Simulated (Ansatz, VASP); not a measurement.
# TaN in VASP and in Ansatz

INCAR

```
SYSTEM = TaN
PREC = Accurate ; ENCUT = 520
EDIFF = 1E-8 ; ISMEAR = -1
SIGMA = 0.01 ; LREAL = .False.
LASPH = .True. ; NELM = 100
ALGO = Normal ; ISIF = 2
LWAVE = .False. ; LCHARG = .False.
GGA = PS ; LEFG = .True.
NBANDS = 24
```

KPOINTS

```
Automatic mesh
0
Gamma
  9 9 5
  0 0 0
```

POSCAR

```
TaN
1.0
    3.0500010905      0.0000000000      0.0000000000
   -1.5250005453      2.6413784260      0.0000000000
    0.0000000000      0.0000000000      4.8412000000
Ta N
2 2
Direct
    0.3333333333      0.6666666667      0.0000000000
    0.6666666667      0.3333333333      0.5000000000
    0.3333333333      0.6666666667      0.3850000000
    0.6666666667      0.3333333333      0.8850000000
```

Input for Ansatz:

```yaml
crystal:
  lattice:
    - [3.0500010905, 0.0, 0.0]
    - [-1.5250005453, 2.641378426, 0.0]
    - [0.0, 0.0, 4.8412]
  atoms:
    - { symbol: Ta, position: [0.3333333333, 0.6666666667, 0.0] }
    - { symbol: Ta, position: [0.6666666667, 0.3333333333, 0.5] }
    - { symbol: "N", position: [0.3333333333, 0.6666666667, 0.385] }
    - { symbol: "N", position: [0.6666666667, 0.3333333333, 0.885] }
kpoints:
  mp_grid: { grid: [9, 9, 5] }
scf:
  occupations: { method: fermi_dirac, width: 0.01 }
hamiltonian:
  xc: pbesol
  pseudopotentials: { kind: all_electron, datasets: crystal }
output:
  forces: true
  stress: true
  eigenvalues: true
  efg: { contact_densities: true }
```

Change from the starting cell: zz strain of -2 %, crystal datasets.

Alike in both runs: task electric field gradients; functional PBEsol; k mesh 9 × 9 × 5; occupations fermi-dirac, width 0.01 eV; no spin polarisation.

```csv
,VASP,Ansatz
version,VASP 6.6.1,Ansatz 0.2.0
potentials or method,"VASP PAW PBE potentials, release 64 (Ta_pv, N), cutoff 520 eV","all-electron PAW with datasets made for the crystal, scalar-relativistic"
```

|  | VASP | Ansatz | Ansatz less VASP |
| --- | --- | --- | --- |
| pressure (GPa) | 143.5 | 137.1 | -6.42 |
| traceless stress, the component that is largest in VASP (GPa) | -10.77 | -10.44 | +0.324 |
| rms of the force components (eV/Å) | 0.687 | 0.689 | +0.0019 |
| size of Vzz on the site where it differs most (V/Å²) | 10.6 | 9.7 | -0.81 |

VASP's potentials were made for PBE, not for PBEsol. Atom by atom the forces differ by 0.002 eV/Å (rms over components). Both programs put the cell under a high pressure, so it lies far from rest at this level. Ansatz ran all-electron here, and VASP with PAW potentials.

Neither program's run includes spin-orbit coupling. Noted on VASP's run: the cell as given lies far from equilibrium.
